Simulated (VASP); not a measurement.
Set up this calculation in VASP 6.6.1, as the native input.

```
Task                   : relaxation of cell and atoms
Functional             : PBE
Potentials or basis    : VASP PAW PBE potentials, release 64 (Ga_d, Si)
Cutoff                 : 600 eV
k mesh                 : 18 × 18 × 18
Occupations            : gaussian, width 0.1 eV
Spin                   : no spin polarisation
Dipole correction      : no
Further INCAR settings : ALGO = Normal; EDIFF = 1e-06; IBRION = 2; EDIFFG = -0.01; NSW = 100; ISIF = 3
```

The structure of GaSi lies in POSCAR:

```
GaSi
1.0
    0.0000000000      2.8260874685      2.8260874685
    2.8260874685      0.0000000000      2.8260874685
    2.8260874685      2.8260874685      0.0000000000
Ga Si
1 1
Direct
    0.0000000000      0.0000000000      0.0000000000
    0.2500000000      0.2500000000      0.2500000000
```

The input as run:

INCAR

```
SYSTEM = GaSi
ALGO     = Normal         ! electronic algorithm
EDIFF    = 1E-6           ! SCF threshold, eV
EDIFFG   = -0.01          ! ionic threshold
ENCUT    = 600            ! plane-wave cutoff, eV
GGA      = PE             ! functional
IBRION   = 2              ! ionic algorithm
ISIF     = 3              ! what is computed and relaxed
ISMEAR   = 0              ! smearing method
LASPH    = .TRUE.         ! aspherical terms in the spheres
LCHARG   = .FALSE.        ! write CHGCAR
LREAL    = .FALSE.        ! projectors in reciprocal space
LWAVE    = .FALSE.        ! write WAVECAR
NELM     = 100            ! most SCF steps
NSW      = 100            ! ionic steps
PREC     = Accurate       ! precision mode
SIGMA    = 0.1            ! smearing width, eV
```

KPOINTS

```
k-points
0
G
  18 18 18
  0 0 0
```

Potentials or basis: VASP PAW PBE potentials, release 64 (Ga_d, Si).

Command:

```sh
$ cat potpaw_PBE.64/Ga_d/POTCAR potpaw_PBE.64/Si/POTCAR > POTCAR
$ mpirun -np 1 vasp_std > vasp.out
```

It gave:

| Quantity | Value |
| --- | --- |
| Relaxed volume | 22.61 Å³/atom |
| Relaxed cell | a = 3.999 Å, b = 3.999 Å, c = 3.999 Å, α = 60.00°, β = 60.00°, γ = 60.00° |
| Space group after relaxing (to 0.05 Å) | F-43m (No. 216) |
| Energy gained by relaxing | 0.0 meV/atom |
| Ionic steps | 3 |
| Pressure after relaxing | 0.1 GPa |

Wall time 110 s on 1 thread of Intel Xeon 6975P-C, on a shared host, peak memory 0.29 GiB.
